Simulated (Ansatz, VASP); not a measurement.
## BaTiO3 in VASP and in Ansatz

```
CELL_PARAMETERS angstrom
3.98410 0.00000 0.00000
0.00000 2.83705 2.93117
0.00000 -2.83705 2.93117
ATOMIC_POSITIONS crystal
Ba 0.00000 0.00000 0.00000
Ti 0.50000 0.50790 0.50790
O 0.00000 0.49210 0.49210
O 0.50000 0.50251 0.99371
O 0.50000 0.99371 0.50251
```

Change from the starting cell: zz strain of +3 %, crystal datasets.

Alike in both runs: task electric field gradients; functional PBEsol; k mesh 8 × 8 × 8; occupations fermi-dirac, width 0.05 eV; no spin polarisation.

```csv
,VASP,Ansatz
version,VASP 6.6.1,Ansatz 0.2.0
potentials or method,"VASP PAW PBE potentials, release 64 (Ba_sv, Ti_sv, O), cutoff 520 eV","all-electron PAW with datasets made for the crystal, scalar-relativistic"
```

```tsv
	VASP	Ansatz	Ansatz less VASP
pressure (GPa)	-7.0	-8.6	-1.61
traceless stress, the component that is largest in VASP (GPa)	-4.81	-4.69	+0.123
rms of the force components (eV/Å)	0.148	0.153	+0.0053
size of Vzz on the site where it differs most (V/Å²)	17.2	16.3	-0.97
```

VASP's potentials were made for PBE, not for PBEsol. Atom by atom the forces differ by 0.007 eV/Å (rms over components). Ansatz ran all-electron here, and VASP with PAW potentials.

Spin-orbit coupling is off throughout.
